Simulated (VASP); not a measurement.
# TaMnB3 (P6/mmm) in VASP: notebook

TaMnB3 is run at these levels: PBE; tasks: single point, relaxation of cell and atoms.

All numbers are computed with VASP 6.6.1; they aren't measurements. Logs are shortened: lines on timing, memory, paths and dates and some standing lists are left out, and cuts for length are marked.

## 1. The cell of the first run

Symmetry: P6/mmm, No. 191, hexagonal system. The conventional cell has a = 3.884 Å, b = 3.884 Å, c = 4.695 Å, α = 90.00°, β = 90.00°, γ = 120.00°. Within 3.1 Å of Ta (site symmetry 6/mmm) lie 2 Mn at 2.35 Å and 12 B at 3.05 Å. Mn (site symmetry 6/mmm) has 6 B at 1.94 Å and 2 Ta at 2.35 Å within 2.6 Å. Within 2.6 Å of B (site symmetry mmm) lie 2 Mn at 1.94 Å and 4 B at 1.94 Å.

## 2. Single point, PBE, collinear spin, ferromagnetic start

Input file INCAR:

```
ALGO     = Normal         # electronic algorithm
EDIFF    = 1E-6           # SCF threshold, eV
ENCUT    = 520            # plane-wave cutoff, eV
GGA      = PE             # functional
ISIF     = 2              # what is computed and relaxed
ISMEAR   = 0              # smearing method
ISPIN    = 2              # spin polarisation
LASPH    = True           # aspherical terms in the spheres
LCHARG   = False          # write CHGCAR
LMAXMIX  = 4              # l up to which the mixer works
LORBIT   = 11             # projections on sites
LREAL    = False          # projectors in reciprocal space
LWAVE    = False          # write WAVECAR
MAGMOM   = 0 4 0 0 0      # initial moments
NBANDS   = 28             # bands
NELM     = 150            # most SCF steps
PREC     = Accurate       # precision mode
SIGMA    = 0.1            # smearing width, eV
```

Input file KPOINTS:

```
k-points
0
Gamma
  6 6 4
```

Input file POSCAR:

```
TaMnB3
1.0
    3.8837162760     -0.0000000029      0.0000000000
   -1.9418581355      3.3633969576      0.0000000000
    0.0000000000      0.0000000000      4.6951597778
Ta Mn B
1 1 3
Direct
    0.0000000000      0.0000000000      0.0000000000
    0.0000000000      0.0000000000      0.5000000000
    0.5000000000      0.0000000000      0.5000000000
    0.0000000000      0.5000000000      0.5000000000
    0.5000000000      0.5000000000      0.5000000000
```

Potentials or basis: VASP PAW PBE potentials, release 64 (Ta_pv, Mn_pv, B).

Started as:

```bash
> cat potpaw_PBE.64/Ta_pv/POTCAR potpaw_PBE.64/Mn_pv/POTCAR potpaw_PBE.64/B/POTCAR > POTCAR
> mpirun -np 1 vasp_std > vasp.out
```

OUTCAR:

```text
EDIFF = 1E-6
   ENCUT = 520
   GGA = PE
   ISIF = 2
   ISMEAR = 0
   ISPIN = 2
   LASPH = True
   LORBIT = 11
   LREAL = False
   NELM = 150
   PREC = Accurate

 ion  position               nearest neighbor table
   1  0.000  0.000  0.000-   2 2.35   2 2.35
   2  0.000  0.000  0.500-   3 1.94   3 1.94   5 1.94   5 1.94   4 1.94   4 1.94   1 2.35   1 2.35

   3  0.500  0.000  0.500-   2 1.94   2 1.94   4 1.94   4 1.94   5 1.94   5 1.94
   4  0.000  0.500  0.500-   5 1.94   5 1.94   3 1.94   3 1.94   2 1.94   2 1.94
   5  0.500  0.500  0.500-   4 1.94   4 1.94   2 1.94   2 1.94   3 1.94   3 1.94

  LATTYP: Found a hexagonal cell.
 ALAT       =     3.8837162760
 C/A-ratio  =     1.2089348047

  Lattice vectors:

 A1 = (   3.8837162760,  -0.0000000029,   0.0000000000)
 A2 = (  -1.9418581355,   3.3633969576,   0.0000000000)
 A3 = (   0.0000000000,   0.0000000000,   4.6951597778)

Analysis of symmetry for initial positions (statically):
=====================================================================
 Subroutine PRICEL returns:
 Original cell was already a primitive cell.

 Routine SETGRP: Setting up the symmetry group for a
 hexagonal supercell.

 Subroutine GETGRP returns: Found 24 space group operations
 (whereof 24 operations were pure point group operations)
 out of a pool of 24 trial point group operations.

The static configuration has the point symmetry D_6h.

Analysis of symmetry for dynamics (positions and initial velocities):
=====================================================================
 Subroutine PRICEL returns:
 Original cell was already a primitive cell.

 Routine SETGRP: Setting up the symmetry group for a
 hexagonal supercell.

 Subroutine GETGRP returns: Found 24 space group operations
 (whereof 24 operations were pure point group operations)
 out of a pool of 24 trial point group operations.

The dynamic configuration has the point symmetry D_6h.

Analysis of structural, dynamic, and magnetic symmetry:
=====================================================================
 Subroutine PRICEL returns:
 Original cell was already a primitive cell.

 Routine SETGRP: Setting up the symmetry group for a
 hexagonal supercell.

 Subroutine GETGRP returns: Found 24 space group operations
 (whereof 24 operations were pure point group operations)
 out of a pool of 24 trial point group operations.

The overall configuration has the point symmetry D_6h.

 Subroutine INISYM returns: Found 24 space group operations
 (whereof 24 operations are pure point group operations),
 and found     1 'primitive' translations

----------------------------------------------------------------------------------------

                                     Primitive cell

  volume of cell :      61.3304

  direct lattice vectors                    reciprocal lattice vectors
     3.883716276 -0.000000003  0.000000000     0.257485339  0.148659229  0.000000000
    -1.941858135  3.363396958  0.000000000     0.000000000  0.297318459  0.000000000
     0.000000000  0.000000000  4.695159778     0.000000000  0.000000000  0.212985297

  length of vectors
     3.883716276  3.883716276  4.695159778     0.297318459  0.297318459  0.212985297

  position of ions in fractional coordinates (direct lattice)
     0.000000000  0.000000000  0.000000000
     0.000000000  0.000000000  0.500000000
     0.500000000  0.000000000  0.500000000
     0.000000000  0.500000000  0.500000000
     0.500000000  0.500000000  0.500000000

  ion indices of the primitive-cell ions
   primitive index   ion index
                 1           1
                 2           2
                 3           3
                 4           4
                 5           5

----------------------------------------------------------------------------------------

 KPOINTS: k-points

Automatic generation of k-mesh.
 Grid dimensions read from file:
 generate k-points for:    6    6    4

 Generating k-lattice:

  Cartesian coordinates                     Fractional coordinates (reciprocal lattice)
     0.042914223  0.024776538  0.000000000     0.166666667  0.000000000  0.000000000
     0.000000000  0.049553076  0.000000000     0.000000000  0.166666667  0.000000000
     0.000000000  0.000000000  0.053246324     0.000000000  0.000000000  0.250000000

  Length of vectors
     0.049553077  0.049553076  0.053246324

  Shift w.r.t. Gamma in fractional coordinates (k-lattice)
     0.000000000  0.000000000  0.000000000

 Subroutine IBZKPT returns following result:
 ===========================================

 Found     21 irreducible k-points:

 Following reciprocal coordinates:
            Coordinates               Weight
  0.000000  0.000000  0.000000      1.000000
  0.166667  0.000000  0.000000      6.000000
  0.333333  0.000000  0.000000      6.000000
  0.500000  0.000000  0.000000      3.000000
  0.166667  0.166667  0.000000      6.000000
  0.333333  0.166667  0.000000     12.000000
[... 13 lines left out ...]
  0.333333  0.166667  0.500000     12.000000
  0.333333  0.333333  0.500000      2.000000
   k-points           NKPTS =     21   k-points in BZ     NKDIM =     21   number of bands    NBANDS=     28
   number of dos      NEDOS =    301   number of ions     NIONS =      5
   total plane-waves  NPLWV =  32400
   dimension x,y,z NGX =    30 NGY =   30 NGZ =   36
   dimension x,y,z NGXF=    60 NGYF=   60 NGZF=   72
   ions per type =               1   1   3
   NGX,Y,Z   is equivalent  to a cutoff of  12.84, 12.84, 12.75 a.u.
   NGXF,Y,Z  is equivalent  to a cutoff of  25.68, 25.68, 25.49 a.u.
 SYSTEM =  unknown system
   PREC   = accura    normal or accurate (medium, high low for compatibility)
   ISTART =      0    job   : 0-new  1-cont  2-samecut
   ICHARG =      2    charge: 1-file 2-atom 10-const
   ISPIN  =      2    spin polarized calculation?
   LNONCOLLINEAR =      F non collinear calculations
   LSORBIT =      F    spin-orbit coupling
   LASPH  =      T    aspherical Exc in radial PAW
   ENCUT  =  520.0 eV  38.22 Ry    6.18 a.u.   7.22  7.22  8.73*2*pi/ulx,y,z
   NELM   =    150;   NELMIN=  2; NELMDL= -5     # of ELM steps
   EDIFF  = 0.1E-05   stopping-criterion for ELM
   LREAL  =      F    real-space projection
   EDIFFG = 0.1E-04   stopping-criterion for IOM
   NSW    =      0    number of steps for IOM
   IBRION =     -1    ionic relax: 0-MD 1-quasi-New 2-CG
   NFREE  =      0    steps in history (QN), initial steepest desc. (CG)
   ISIF   =      2    stress and relaxation
   ISYM   =      2    0-nonsym 1-usesym 2-fastsym
   POTIM  = 0.5000    time-step for ionic-motion
   TEBEG  =    0.0;   TEEND  =   0.0 temperature during run
   PSTRESS=    0.0 pullay stress
   NELECT =      33.0000    total number of electrons
   NUPDOWN=      -1.0000    fix difference up-down
   EMIN   =  10.00;   EMAX   =-10.00  energy-range for DOS
   EFERMI =   0.00;   METHOD = LEGACY
   ISMEAR =     0;   SIGMA  =   0.10  broadening in eV -4-tet -1-fermi 0-gaus
   EFERMI_NEDOS =   21; number of points for ismear=-14 and -15
   IALGO  =     38    algorithm
   IMIX   =      4    mixing-type and parameters
     AMIX     =   0.40;   BMIX     =  1.00
     AMIX_MAG =   1.60;   BMIX_MAG =  1.00
  volume/ion in A,a.u.               =      12.27        82.78
  Fermi-wavevector in a.u.,A,eV,Ry     =   1.331540  2.516245 24.123105  1.772998
  Thomas-Fermi vector in A             =   2.460543
   LORBIT       =     11    0 simple, 1 ext, 2 COOP (PROOUT), +10 PAW based schemes
   GGA     = PE    functional components
   LHFCALC =     F    Hartree Fock is set to
   AEXX    =    0.0000 exact exchange contribution
   IVDW    =     0    specifies the selected vdW correction
   LEPSILON=     F    determine dielectric tensor
   LRPA    =     F    only Hartree local field effects (RPA)
 spin polarized calculation
 Gauss-broadening in eV      SIGMA  =   0.10
  energy-cutoff  :      520.00
  volume of cell :       61.33
 maximum number of plane-waves:      1662
 NGX is ok and might be reduce to    30
   NGX = 15   NGY = 15   NGZ = 17

 number of electron      32.9999997 magnetization      -0.0070610

 number of electron      32.9999997 magnetization       0.0728522

 Free energy of the ion-electron system (eV)
  ---------------------------------------------------
  ext. energy  EPLUGINS =         0.00000000
  ---------------------------------------------------
  free energy    TOTEN  =       -37.58257500 eV

  energy without entropy =      -37.56061118  energy(sigma->0) =      -37.57159309

 E-fermi :   5.6017     XC(G=0): -11.3670

 val. band max:        5.5955271699   @ k =   0.3333   0.0000   0.2500
 cond. band min:       5.6205888787   @ k =   0.3333   0.0000   0.2500
 fundamental gap:      0.0250617088
 Fermi energy:         5.6016843152

 spin component 1

 k-point     1 :       0.0000    0.0000    0.0000
  band No.  band energies     occupation
      1     -42.3080      1.00000
      2     -42.3079      1.00000
      3     -42.1741      1.00000
      4     -29.7767      1.00000
      5     -29.7767      1.00000
      6     -29.6874      1.00000
[... 640 lines left out ...]
     27      13.1587      0.00000
     28      13.1587      0.00000
 Fermi energy:         5.6016843152

 spin component 2

 k-point     1 :       0.0000    0.0000    0.0000
  band No.  band energies     occupation
      1     -42.2958      1.00000
      2     -42.2958      1.00000
      3     -42.1609      1.00000
      4     -29.7470      1.00000
      5     -29.7470      1.00000
      6     -29.6771      1.00000
[... 640 lines left out ...]
     27      13.1968      0.00000
     28      13.1968      0.00000

------------------------ aborting loop because EDIFF is reached ----------------------------------------

  FORCE on cell =-STRESS in cart. coord.  units (eV):
  Direction    XX          YY          ZZ          XY          YZ          ZX
  --------------------------------------------------------------------------------------
  -------------------------------------------------------------------------------------
  Total       -0.0007779     -0.0007779      0.0475464      0.0000000      0.0000000     -0.0000000
  in kB       -0.0203223     -0.0203223      1.2420869      0.0000000      0.0000000     -0.0000000
  external PRESSURE =       0.4004808 kB  Pullay stress =       0.0000000 kB

 VOLUME and BASIS-vectors are now :
 -----------------------------------------------------------------------------
  energy-cutoff  :      520.00
  volume of cell :       61.33
      direct lattice vectors                 reciprocal lattice vectors
     3.883716276 -0.000000003  0.000000000     0.257485339  0.148659229  0.000000000
    -1.941858135  3.363396958  0.000000000     0.000000000  0.297318459  0.000000000
     0.000000000  0.000000000  4.695159778     0.000000000  0.000000000  0.212985297

 POSITION                                       TOTAL-FORCE (eV/Angst)
 -----------------------------------------------------------------------------------
      0.00000      0.00000      0.00000        -0.000000      0.000000      0.000000
      0.00000      0.00000      2.34758        -0.000000      0.000000      0.000000
      1.94186     -0.00000      2.34758        -0.000000      0.000000      0.000000
     -0.97093      1.68170      2.34758         0.000000      0.000000      0.000000
      0.97093      1.68170      2.34758         0.000000      0.000000      0.000000
 -----------------------------------------------------------------------------------
    total drift:                               -0.000000      0.000000      0.000000

  FREE ENERGIE OF THE ION-ELECTRON SYSTEM (eV)
  ---------------------------------------------------
  free  energy   TOTEN  =       -37.5825750049 eV

  energy  without entropy=      -37.5606111834  energy(sigma->0) =      -37.57159309

 total charge

# of ion       s       p       d       tot
------------------------------------------
    1        0.349   6.064   2.213   8.627
    2        0.515   6.684   5.654  12.852
    3        0.697   1.119   0.000   1.816
    4        0.697   1.119   0.000   1.816
    5        0.697   1.119   0.000   1.816
--------------------------------------------------
tot          2.954  16.105   7.867  26.927

 magnetization (x)

# of ion       s       p       d       tot
------------------------------------------
    1        0.001   0.001   0.034   0.036
    2        0.000   0.000   0.012   0.012
    3        0.000  -0.000   0.000  -0.000
    4        0.000  -0.000   0.000  -0.000
    5        0.000  -0.000   0.000  -0.000
--------------------------------------------------
tot          0.001   0.001   0.046   0.048
```

Run time: 45 s. Hardware: 1 thread of Intel Xeon 6975P-C, shared host; peak memory 0.24 GiB.

What came out:

- Free energy: -37.5826 eV
- Pressure: 0.0 GPa
- Net moment: 0.07 μB per cell
- Site moments: Ta +0.04; Mn +0.01; B -0.00 μB
- Valence electrons inside the program's atomic spheres: Ta 8.63; Mn 12.85; B 1.82

Caveat: the starting moments collapsed, and a magnetic state may lie lower; spin-orbit coupling is left out, which moves the levels of the heavy elements.

## 3. Relaxation of cell and atoms, PBE, collinear spin, ferromagnetic start

This run uses another cell than the first one, of 11.24 Å³/atom, 0.916 times its volume.

Input file INCAR:

```
SYSTEM = TaMnB3
ALGO     = Normal         ! electronic algorithm
EDIFF    = 1E-6           ! SCF threshold, eV
EDIFFG   = -0.04          ! ionic threshold
ENCUT    = 600            ! plane-wave cutoff, eV
GGA      = PE             ! functional
IBRION   = 2              ! ionic algorithm
ISIF     = 3              ! what is computed and relaxed
ISMEAR   = 0              ! smearing method
ISPIN    = 2              ! spin polarisation
LASPH    = .TRUE.         ! aspherical terms in the spheres
LCHARG   = .FALSE.        ! write CHGCAR
LMAXMIX  = 4              ! l up to which the mixer works
LORBIT   = 11             ! projections on sites
LREAL    = .FALSE.        ! projectors in reciprocal space
LWAVE    = .FALSE.        ! write WAVECAR
MAGMOM   = 0 4 0 0 0      ! initial moments
NELM     = 150            ! most SCF steps
NSW      = 90             ! ionic steps
PREC     = Accurate       ! precision mode
SIGMA    = 0.1            ! smearing width, eV
```

Input file KPOINTS:

```
k-points
0
G
  6 6 4
  0 0 0
```

Edit POSCAR of step 2 so:

```diff
@@ -2,5 +2,5 @@
 1.0
-    3.8837162760     -0.0000000029      0.0000000000
-   -1.9418581355      3.3633969576      0.0000000000
-    0.0000000000      0.0000000000      4.6951597778
+    3.8835142900      0.0000000000      0.0000000000
+   -1.9417571400      3.3632220300      0.0000000000
+    0.0000000000      0.0000000000      4.3032392100
 Ta Mn B
```

Potentials or basis: VASP PAW PBE potentials, release 64 (Ta_pv, Mn_pv, B).

Started as:

```bash
> cat potpaw_PBE.64/Ta_pv/POTCAR potpaw_PBE.64/Mn_pv/POTCAR potpaw_PBE.64/B/POTCAR > POTCAR
> mpirun -np 1 vasp_std > vasp.out
```

It took 3.4 min on 1 thread of Intel Xeon 6975P-C, shared host; peak memory 0.26 GiB.

It converged, with:

```
Free energy                                           : -37.5836 eV
Relaxed volume                                        : 12.26 Å³/atom
Relaxed cell                                          : a = 3.883 Å, b = 3.883 Å, c = 4.694 Å, α = 90.00°, β = 90.00°, γ = 120.00°
Space group after relaxing (to 0.05 Å)                : P6/mmm (No. 191)
Energy gained by relaxing                             : 119.8 meV/atom
Ionic steps                                           : 6
Pressure after relaxing                               : 0.1 GPa
Net moment                                            : 0.00 μB per cell
Valence electrons inside the program's atomic spheres : Ta 8.63; Mn 12.85; B 1.82
```

Stress tensor (GPa, compression positive):
```
0.09 0.00 0.00
0.00 0.09 0.00
0.00 0.00 0.21
```

Step by step:
| step | energy change (eV) | largest force (eV/Å) | pressure (GPa) | volume (Å³) |
| --- | --- | --- | --- | --- |
| 1 | 0.0000 | 0.0000 | 16.71 | 56.21 |
| 2 | -0.4224 | 0.0000 | -11.19 | 66.06 |
| 3 | -0.5625 | 0.0000 | -3.90 | 62.51 |
| 4 | -0.5740 | 0.0000 | 2.70 | 60.75 |
| 5 | -0.5988 | 0.0000 | -0.48 | 61.54 |
| 6 | -0.5992 | 0.0000 | 0.13 | 61.29 |

Final structure:
```
CELL_PARAMETERS angstrom
3.88304 0.00000 0.00000
-1.94152 3.36281 0.00000
0.00000 0.00000 4.69397
ATOMIC_POSITIONS crystal
Ta 0.00000 0.00000 0.00000
Mn 0.00000 0.00000 0.50000
B 0.50000 0.00000 0.50000
B 0.00000 0.50000 0.50000
B 0.50000 0.50000 0.50000
```

Levels at points of the mesh, in eV from the Fermi level:
Spin up:
```csv
k point,band 13,band 14,band 15,band 16,band 17,band 18,band 19,band 20,band 21,band 22
"(0.00, 0.00, 0.00)",-2.59,-2.59,-2.59,-2.48,-2.48,0.36,0.36,2.96,2.96,5.64
"(0.50, 0.00, 0.00)",-3.38,-3.07,-1.12,-0.70,1.05,1.86,1.87,2.02,2.48,2.79
"(0.00, 0.00, 0.50)",-3.20,-1.20,-1.20,-0.87,-0.84,-0.40,-0.40,2.15,2.15,4.01
"(0.50, 0.00, 0.50)",-3.33,-1.83,-0.60,-0.51,0.48,1.10,1.14,1.73,2.05,2.07
```
Spin down:
| k point | band 14 | band 15 | band 16 | band 17 | band 18 | band 19 | band 20 | band 21 |
| --- | --- | --- | --- | --- | --- | --- | --- | --- |
| (0.00, 0.00, 0.00) | -2.59 | -2.59 | -2.48 | -2.48 | 0.36 | 0.36 | 2.96 | 2.96 |
| (0.50, 0.00, 0.00) | -3.07 | -1.12 | -0.70 | 1.05 | 1.86 | 1.87 | 2.02 | 2.48 |
| (0.00, 0.00, 0.50) | -1.20 | -1.20 | -0.87 | -0.84 | -0.40 | -0.40 | 2.15 | 2.15 |
| (0.50, 0.00, 0.50) | -1.83 | -0.60 | -0.51 | 0.48 | 1.10 | 1.14 | 1.73 | 2.05 |

Caveat: the k points lie up to 0.33 Å⁻¹ apart in the final cell; the starting moments collapsed, and a magnetic state may lie lower; spin-orbit coupling is left out, which moves the levels of the heavy elements.
